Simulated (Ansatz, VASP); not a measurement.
One calculation of PtSe2, two programs

The input INCAR:

```
PREC     = Accurate       # precision mode
ENCUT    = 520            # plane-wave cutoff, eV
EDIFF    = 1E-6           # SCF threshold, eV
ISMEAR   = -1             # smearing method
SIGMA    = 0.05           # smearing width, eV
LREAL    = F              # projectors in reciprocal space
LASPH    = T              # aspherical terms in the spheres
NELM     = 60             # most SCF steps
ALGO     = Normal         # electronic algorithm
ISIF     = 2              # what is computed and relaxed
LWAVE    = F              # write WAVECAR
LCHARG   = F              # write CHGCAR
GGA      = PE             # functional
NBANDS   = 18             # bands
```

The input KPOINTS:

```
Automatic mesh
0
Gamma
  8 8 5
```

Contents of POSCAR:

```
PtSe2
1.0
    3.6479786689      0.0000000000      0.0000000000
   -1.8239893344      3.1592421997      0.0000000000
    0.0000000000      0.0000000000      4.9586648823
Pt Se
1 2
Direct
    0.0000000000      0.0000000000      0.0000000000
    0.6666666667      0.3333333333      0.7500000000
    0.3333333333      0.6666666667      0.2500000000
```

Contents of input.yaml:

```yaml
crystal:
  lattice:
    - [3.6479786689, 0.0, 0.0]
    - [-1.8239893344, 3.1592421997, 0.0]
    - [0.0, 0.0, 4.9586648823]
  atoms:
    - { symbol: Pt, position: [0.0, 0.0, 0.0] }
    - { symbol: Se, position: [0.6666666667, 0.3333333333, 0.75] }
    - { symbol: Se, position: [0.3333333333, 0.6666666667, 0.25] }
kpoints:
  mp_grid: { grid: [8, 8, 5] }
scf:
  occupations: { method: fermi_dirac, width: 0.05 }
hamiltonian:
  xc: pbe
  pseudopotentials: { kind: all_electron, lapw: { basis_error: 0.001 } }
output:
  forces: true
  stress: true
  eigenvalues: true
```

Change from the starting cell: volume scaled by 0.94.

Alike in both runs: task single point; functional PBE; k mesh 8 × 8 × 5; occupations fermi-dirac, width 0.05 eV; no spin polarisation.

|  | VASP | Ansatz |
| --- | --- | --- |
| version | VASP 6.6.1 | Ansatz 0.2.0 |
| potentials or method | VASP PAW PBE potentials, release 64 (Pt, Se), cutoff 520 eV | all-electron LAPW, scalar-relativistic |

```csv
,VASP,Ansatz,Ansatz less VASP
gap on the k mesh at the Fermi level (eV),none,none,-
pressure (GPa),17.8,17.7,-0.04
"traceless stress, the component that is largest in VASP (GPa)",-3.73,-3.71,+0.017
rms of the force components (eV/Å),0.700,0.693,-0.0069
```

Atom by atom the forces differ by 0.007 eV/Å (rms over components). A gap of «none» marks a metal or a gap that the smearing closes. Ansatz ran all-electron here, and VASP with PAW potentials.

Neither program's run includes spin-orbit coupling.
